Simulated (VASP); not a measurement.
Write the native input for VASP 6.6.1 that does the following.

- Task: relaxation of cell and atoms
- Functional: LDA
- Potentials or basis: VASP PAW LDA potentials, release 64 (Fe, O)
- Cutoff: 600 eV
- k mesh: 11 × 11 × 11
- Occupations: fermi-dirac, width 0.05 eV
- Spin: collinear spin, ferromagnetic start
- Starting moments: [3.0, 0.0] μB
- Hubbard terms: Fe d U = 6.2 eV
- Dipole correction: no
- Further INCAR settings: ALGO = Normal; EDIFF = 1e-06; IBRION = 2; EDIFFG = -0.01; NSW = 60; ISIF = 3

The structure of FeO (Wuestite) lies in POSCAR:

```
FeO
1.0
    0.0000000000      2.1554000000      2.1554000000
    2.1554000000      0.0000000000      2.1554000000
    2.1554000000      2.1554000000      0.0000000000
Fe O
1 1
Direct
    0.0000000000      0.0000000000      0.0000000000
    0.5000000000      0.5000000000      0.5000000000
```

The input as run:

INCAR

```
SYSTEM = FeO
PREC = Accurate ; ENCUT = 600
EDIFF = 1E-6 ; ISMEAR = -1
SIGMA = 0.05 ; LREAL = .FALSE.
LASPH = .TRUE. ; NELM = 150
ALGO = Normal ; ISIF = 3
LWAVE = .FALSE. ; LCHARG = .FALSE.
ISPIN = 2 ; MAGMOM = 3 0
LORBIT = 11 ; LMAXMIX = 4
LDAU = .TRUE. ; LDAUTYPE = 2
LDAUL = 2 -1 ; LDAUU = 6.2 0
LDAUJ = 0 0 ; LDAUPRINT = 1
IBRION = 2 ; NSW = 60
EDIFFG = -0.01
```

KPOINTS

```
regular mesh
0
G
  11 11 11
  0 0 0
```

Potentials or basis: VASP PAW LDA potentials, release 64 (Fe, O).

The run is started by

```console
$ cat potpaw_LDA.64/Fe/POTCAR potpaw_LDA.64/O/POTCAR > POTCAR
$ mpirun -np 1 vasp_std > vasp.out
```

It gave:

- Relaxed volume: 9.12 Å³/atom
- Relaxed cell: a = 2.954 Å, b = 2.954 Å, c = 2.954 Å, α = 60.00°, β = 60.00°, γ = 60.00°
- Space group after relaxing (to 0.05 Å): Fm-3m (No. 225)
- Energy gained by relaxing: 52.5 meV/atom
- Ionic steps: 3
- Pressure after relaxing: -0.1 GPa
- Band gap on the k mesh: zero (filled and empty bands overlap)
- Net moment: 4.00 μB per cell
- Site moments: Fe +3.90; O +0.18 μB
- Valence electrons inside the program's atomic spheres: Fe 6.98; O 5.03

Caveat: a cell with one magnetic atom can't hold antiferromagnetic order, which such compounds often take.

Wall time 3.3 min on 1 thread of AMD EPYC 7R13, with other jobs on the host, peak memory 0.13 GiB.
